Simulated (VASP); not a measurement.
# LiRh (P-6m2) in VASP: vibrations by perturbation theory with LDA

Aim: the vibrations by perturbation theory of LiRh with LDA.

Program: VASP 6.6.1. These are calculated values, not measurements. Logs are shortened: lines on timing, memory, paths and dates and some standing lists are left out, and cuts for length are marked.

### Step 1. The cell of the first run

Symmetry: P-6m2, No. 187, hexagonal system. The conventional cell has a = 2.652 Å, b = 2.652 Å, c = 4.327 Å, α = 90.00°, β = 90.00°, γ = 120.00°. Li (site symmetry -6m2) has 6 Rh at 2.65 Å and 6 Li at 2.65 Å within 3.5 Å. Rh (site symmetry -6m2) has 6 Li at 2.65 Å and 6 Rh at 2.65 Å within 3.5 Å.

### Step 2. Vibrations by perturbation theory, LDA

Input file INCAR:

```
SYSTEM = LiRh
ALGO = Normal
EDIFF = 1E-8
ENCUT = 520
IBRION = 8
ISIF = 2
ISMEAR = -1
LASPH = .True.
LCHARG = .True.
LREAL = .False.
LWAVE = .False.
NELM = 100
NSW = 1
PREC = Accurate
SIGMA = 0.1
```

Input file KPOINTS:

```
k-points
0
Gamma
  7 7 4
  0 0 0
```

Input file POSCAR:

```
LiRh
1.0
    2.6523000000      0.0000000000      0.0000000000
   -1.3261500000      2.2969600000      0.0000000000
    0.0000000000      0.0000000000      4.3266000000
Li Rh
1 1
Direct
    0.0000000000      0.0000000000      0.5000000000
    0.6666666667      0.3333333333      0.0000000000
```

Potentials or basis: VASP PAW LDA potentials, release 64 (Li_sv, Rh_pv).

Run with:

```
cat potpaw_LDA.64/Li_sv/POTCAR potpaw_LDA.64/Rh_pv/POTCAR > POTCAR
mpirun -np 1 vasp_std > vasp.out
```

OUTCAR:

```text
SYSTEM = LiRh
   EDIFF = 1E-8
   ENCUT = 520
   IBRION = 8
   ISIF = 2
   ISMEAR = -1
   LASPH = .True.
   LREAL = .False.
   NELM = 100
   NSW = 1
   PREC = Accurate

 ion  position               nearest neighbor table
   1  0.000  0.000  0.500-   2 2.65   2 2.65   2 2.65   2 2.65   2 2.65   2 2.65
   2  0.667  0.333  0.000-   1 2.65   1 2.65   1 2.65   1 2.65   1 2.65   1 2.65

  LATTYP: Found a hexagonal cell.
 ALAT       =     2.6523000000
 C/A-ratio  =     1.6312634317

  Lattice vectors:

 A1 = (   2.6523000000,   0.0000000000,   0.0000000000)
 A2 = (  -1.3261500000,   2.2969600000,   0.0000000000)
 A3 = (   0.0000000000,   0.0000000000,   4.3266000000)

Analysis of symmetry for initial positions (statically):
=====================================================================
 Subroutine PRICEL returns:
 Original cell was already a primitive cell.

 Routine SETGRP: Setting up the symmetry group for a
 hexagonal supercell.

 Subroutine GETGRP returns: Found 12 space group operations
 (whereof 12 operations were pure point group operations)
 out of a pool of 24 trial point group operations.

The static configuration has the point symmetry D_3h.

Analysis of symmetry for dynamics (positions and initial velocities):
=====================================================================
 Subroutine PRICEL returns:
 Original cell was already a primitive cell.

 Routine SETGRP: Setting up the symmetry group for a
 hexagonal supercell.

 Subroutine GETGRP returns: Found 12 space group operations
 (whereof 12 operations were pure point group operations)
 out of a pool of 24 trial point group operations.

The dynamic configuration has the point symmetry D_3h.

 Subroutine INISYM returns: Found 12 space group operations
 (whereof 12 operations are pure point group operations),
 and found     1 'primitive' translations

----------------------------------------------------------------------------------------

                                     Primitive cell

  volume of cell :      26.3586

  direct lattice vectors                    reciprocal lattice vectors
     2.652300000  0.000000000  0.000000000     0.377031256  0.217679019  0.000000000
    -1.326150000  2.296960000  0.000000000     0.000000000  0.435358038  0.000000000
     0.000000000  0.000000000  4.326600000     0.000000000  0.000000000  0.231128369

  length of vectors
     2.652300000  2.652300711  4.326600000     0.435358155  0.435358038  0.231128369

  position of ions in fractional coordinates (direct lattice)
     0.000000000  0.000000000  0.500000000
     0.666666667  0.333333333  0.000000000

  ion indices of the primitive-cell ions
   primitive index   ion index
                 1           1
                 2           2

----------------------------------------------------------------------------------------

 KPOINTS: k-points

Automatic generation of k-mesh.
 Grid dimensions read from file:
 generate k-points for:    7    7    4

 Generating k-lattice:

  Cartesian coordinates                     Fractional coordinates (reciprocal lattice)
     0.053861608  0.031097003  0.000000000     0.142857143  0.000000000  0.000000000
     0.000000000  0.062194005  0.000000000     0.000000000  0.142857143  0.000000000
     0.000000000  0.000000000  0.057782092     0.000000000  0.000000000  0.250000000

  Length of vectors
     0.062194022  0.062194005  0.057782092

  Shift w.r.t. Gamma in fractional coordinates (k-lattice)
     0.000000000  0.000000000  0.000000000

 Subroutine IBZKPT returns following result:
 ===========================================

 Found     24 irreducible k-points:

 Following reciprocal coordinates:
            Coordinates               Weight
  0.000000  0.000000  0.000000      1.000000
  0.142857  0.000000  0.000000      6.000000
  0.285714  0.000000  0.000000      6.000000
  0.428571 -0.000000  0.000000      6.000000
  0.142857  0.142857  0.000000      6.000000
  0.285714  0.142857  0.000000     12.000000
[... 16 lines left out ...]
  0.428571  0.142857  0.500000      6.000000
  0.285714  0.285714  0.500000      6.000000
   k-points           NKPTS =     24   k-points in BZ     NKDIM =     24   number of bands    NBANDS=     13
   number of dos      NEDOS =    301   number of ions     NIONS =      2
   total plane-waves  NPLWV =  12800
   dimension x,y,z NGX =    20 NGY =   20 NGZ =   32
   dimension x,y,z NGXF=    40 NGYF=   40 NGZF=   64
   ions per type =               1   1
   NGX,Y,Z   is equivalent  to a cutoff of  12.54, 12.54, 12.30 a.u.
   NGXF,Y,Z  is equivalent  to a cutoff of  25.07, 25.07, 24.59 a.u.
 SYSTEM =  LiRh
   PREC   = accura    normal or accurate (medium, high low for compatibility)
   ISTART =      0    job   : 0-new  1-cont  2-samecut
   ICHARG =      2    charge: 1-file 2-atom 10-const
   ISPIN  =      1    spin polarized calculation?
   LNONCOLLINEAR =      F non collinear calculations
   LSORBIT =      F    spin-orbit coupling
   LASPH  =      T    aspherical Exc in radial PAW
   ENCUT  =  520.0 eV  38.22 Ry    6.18 a.u.   4.93  4.93  8.04*2*pi/ulx,y,z
   NELM   =    100;   NELMIN=  2; NELMDL= -5     # of ELM steps
   EDIFF  = 0.1E-07   stopping-criterion for ELM
   LREAL  =      F    real-space projection
   EDIFFG = 0.1E-06   stopping-criterion for IOM
   NSW    =      1    number of steps for IOM
   IBRION =      8    ionic relax: 0-MD 1-quasi-New 2-CG
   NFREE  =      0    steps in history (QN), initial steepest desc. (CG)
   ISIF   =      2    stress and relaxation
   ISYM   =      2    0-nonsym 1-usesym 2-fastsym
   POTIM  = 0.5000    time-step for ionic-motion
   TEBEG  =    0.0;   TEEND  =   0.0 temperature during run
   PSTRESS=    0.0 pullay stress
   NELECT =      18.0000    total number of electrons
   NUPDOWN=      -1.0000    fix difference up-down
   EMIN   =  10.00;   EMAX   =-10.00  energy-range for DOS
   EFERMI =   0.00;   METHOD = LEGACY
   ISMEAR =    -1;   SIGMA  =   0.10  broadening in eV -4-tet -1-fermi 0-gaus
   EFERMI_NEDOS =   21; number of points for ismear=-14 and -15
   IALGO  =     38    algorithm
   IMIX   =      4    mixing-type and parameters
     AMIX     =   0.40;   BMIX     =  1.00
     AMIX_MAG =   1.60;   BMIX_MAG =  1.00
  volume/ion in A,a.u.               =      13.18        88.94
  Fermi-wavevector in a.u.,A,eV,Ry     =   1.441644  2.724312 28.277501  2.078338
  Thomas-Fermi vector in A             =   2.560253
   LORBIT       =      0    0 simple, 1 ext, 2 COOP (PROOUT), +10 PAW based schemes
   GGA     = CA    functional components
   LHFCALC =     F    Hartree Fock is set to
   AEXX    =    0.0000 exact exchange contribution
   IVDW    =     0    specifies the selected vdW correction
   LEPSILON=     F    determine dielectric tensor
   LRPA    =     F    only Hartree local field effects (RPA)
 non-spin polarized calculation
  energy-cutoff  :      520.00
  volume of cell :       26.36
 maximum number of plane-waves:       722
 NGX is ok and might be reduce to    20
   NGX =  9   NGY =  9   NGZ = 17

--------------------------------------- Ionic step        1  -------------------------------------------

 number of electron      18.0000011 magnetization

 Free energy of the ion-electron system (eV)
  ---------------------------------------------------
  ext. energy  EPLUGINS =         0.00000000
  ---------------------------------------------------
  free energy    TOTEN  =       -11.06522829 eV

  energy without entropy =      -10.99160261  energy(sigma->0) =      -11.02841545

 E-fermi :   6.4174     XC(G=0): -11.5775

 val. band max:        6.4091776097   @ k =   0.2857   0.0000   0.5000
 cond. band min:       6.5635176414   @ k =   0.1429   0.0000   0.5000
 fundamental gap:      0.1543400316
 Fermi energy:         6.4173875778

 k-point     1 :       0.0000    0.0000    0.0000
  band No.  band energies     occupation
      1     -39.0469      2.00000
      2     -38.9649      2.00000
      3     -38.9649      2.00000
      4     -37.7719      2.00000
      5       0.5545      2.00000
      6       2.8931      2.00000
      7       4.4253      2.00000
      8       4.4253      2.00000
      9       6.7489      0.07014
     10       6.7489      0.07013
     11       7.2235      0.00063
     12      14.1743      0.00000
     13      24.1065      0.00000
[... 356 lines left out ...]
      2     -39.3236      2.00000
      3     -38.9463      2.00000
      4     -37.6999      2.00000
      5       3.3970      2.00000
      6       3.5051      2.00000
      7       4.5142      2.00000
      8       4.5813      2.00000
      9       5.8517      1.99304
     10       9.5799      0.00000
     11      12.1897      0.00000
     12      13.2329      0.00000
     13      16.2372      0.00000

------------------------ aborting loop because EDIFF is reached ----------------------------------------

  FORCE on cell =-STRESS in cart. coord.  units (eV):
  Direction    XX          YY          ZZ          XY          YZ          ZX
  --------------------------------------------------------------------------------------
  -------------------------------------------------------------------------------------
  Total       -1.1823945     -1.1823953     -0.5556333      0.0000000     -0.0000000     -0.0000000
  in kB      -71.8704154    -71.8704668    -33.7734968      0.0000000     -0.0000000     -0.0000000
  external PRESSURE =     -59.1714597 kB  Pullay stress =       0.0000000 kB

 VOLUME and BASIS-vectors are now :
 -----------------------------------------------------------------------------
  energy-cutoff  :      520.00
  volume of cell :       26.36
      direct lattice vectors                 reciprocal lattice vectors
     2.652300000  0.000000000  0.000000000     0.377031256  0.217679019  0.000000000
    -1.326150000  2.296960000  0.000000000     0.000000000  0.435358038  0.000000000
     0.000000000  0.000000000  4.326600000     0.000000000  0.000000000  0.231128369

 POSITION                                       TOTAL-FORCE (eV/Angst)
 -----------------------------------------------------------------------------------
      0.00000      0.00000      2.16330         0.000000      0.000000      0.000000
      1.32615      0.76565      0.00000        -0.000000      0.000000      0.000000
 -----------------------------------------------------------------------------------
    total drift:                               -0.000000      0.000000      0.000000

  FREE ENERGIE OF THE ION-ELECTRON SYSTEM (eV)
  ---------------------------------------------------
  free  energy   TOTEN  =       -11.0652282942 eV

  energy  without entropy=      -10.9916026117  energy(sigma->0) =      -11.02841545

[... ionic steps 2 to 3 ...]

--------------------------------------- Ionic step        4  -------------------------------------------

------------------------ aborting loop because EDIFF is reached ----------------------------------------
[... 11 lines left out ...]
[... ionic steps 8 to 8 ...]

--------------------------------------- Ionic step        9  -------------------------------------------

 Free energy of the ion-electron system (eV)
  ---------------------------------------------------
  ---------------------------------------------------
  free energy    TOTEN  =        -0.56351049 eV

  energy without entropy =       -0.56351049

------------------------ aborting loop because EDIFF is reached ----------------------------------------

 INTERNAL STRAIN TENSOR  FOR ION    2  DIRECTION 3   (eV/Angst):
 -----------------------------------------------------------------------------
    -0.00596  0.00000  0.00000
     0.00000 -0.00596  0.00000
     0.00000  0.00000  0.00076

 INTERNAL STRAIN TENSOR FOR ION    2 for displacements in x,y,z  (eV/Angst):
          X           Y           Z          XY          YZ          ZX
  --------------------------------------------------------------------------------
  x     0.00000     0.00000     0.00000    -1.26642     0.00000     0.00000
  y    -1.26642     1.26642     0.00000     0.00000     0.00000     0.00000
  z     0.00000     0.00000     0.00000     0.00000     0.00000     0.00000

 SECOND DERIVATIVES (NOT SYMMETRIZED)
 ------------------------------------
               1X          1Y          1Z          2X          2Y          2Z
  1X    -0.772285    0.000000    0.000000    0.772285   -0.000000    0.000000
  1Y     0.000000   -0.772286    0.000000    0.000000    0.772286    0.000000
  1Z     0.000000    0.000000   -4.094320    0.000000    0.000000    4.094320
  2X     0.759959    0.000000    0.000000   -0.759959    0.000000    0.000000
  2Y     0.000000    0.759960    0.000000    0.000000   -0.759960    0.000000
  2Z     0.000000    0.000000    3.986285   -0.000000    0.000000   -3.986285

 Eigenvectors and eigenvalues of the dynamical matrix
 ----------------------------------------------------

   1 f  =   12.337560 THz    77.519175 2PiTHz  411.536703 cm-1    51.024025 meV
             X         Y         Z           dx          dy          dz
      0.000000  0.000000  2.163300     0.000000    0.000000    0.968397
      1.326150  0.765653  0.000000    -0.000000    0.000000   -0.249413
[... 21 lines left out ...]
   6 f/i=    0.039841 THz     0.250328 2PiTHz    1.328949 cm-1     0.164769 meV
             X         Y         Z           dx          dy          dz
      0.000000  0.000000  2.163300    -0.000000    0.000000   -0.249413
      1.326150  0.765653  0.000000     0.000000    0.000000   -0.968397

--------------------------------------------------------------------------------------------------------

 ELASTIC MODULI CONTR FROM IONIC RELAXATION (kBar)
 Direction    XX          YY          ZZ          XY          YZ          ZX
 --------------------------------------------------------------------------------
 XX        -117.4185    117.4186      0.0000     -0.0000      0.0000      0.0000
 YY         117.4186   -117.4187      0.0000      0.0000      0.0000     -0.0000
 ZZ           0.0000      0.0000      0.0000      0.0000      0.0000      0.0000
 XY          -0.0000      0.0000      0.0000   -117.4186      0.0000      0.0000
 YZ           0.0000      0.0000      0.0000      0.0000      0.0000      0.0000
 ZX           0.0000     -0.0000      0.0000      0.0000      0.0000     -0.0000
 --------------------------------------------------------------------------------
```

Wall time 67 s (1 thread of Intel Xeon 6975P-C (Granite Rapids), shared host); peak memory 0.19 GiB.

What came out:

| Quantity | Value |
| --- | --- |
| Highest phonon frequency at Γ, LO-TO splitting left out | 412 cm⁻¹ |

Phonon frequencies in cm⁻¹ (negative: imaginary):
| q point | frequencies |
| --- | --- |
| (0.000, 0.000, 0.000) | -1 0 0 179 179 412 |

Caveat: the k points lie up to 0.39 Å⁻¹ apart; the cell wasn't relaxed at this level first, which shifts response properties; the cutoff is under 1.25 times the usual one of these potentials, so pressure, stress and relaxed cells hold a basis-set (Pulay) error.
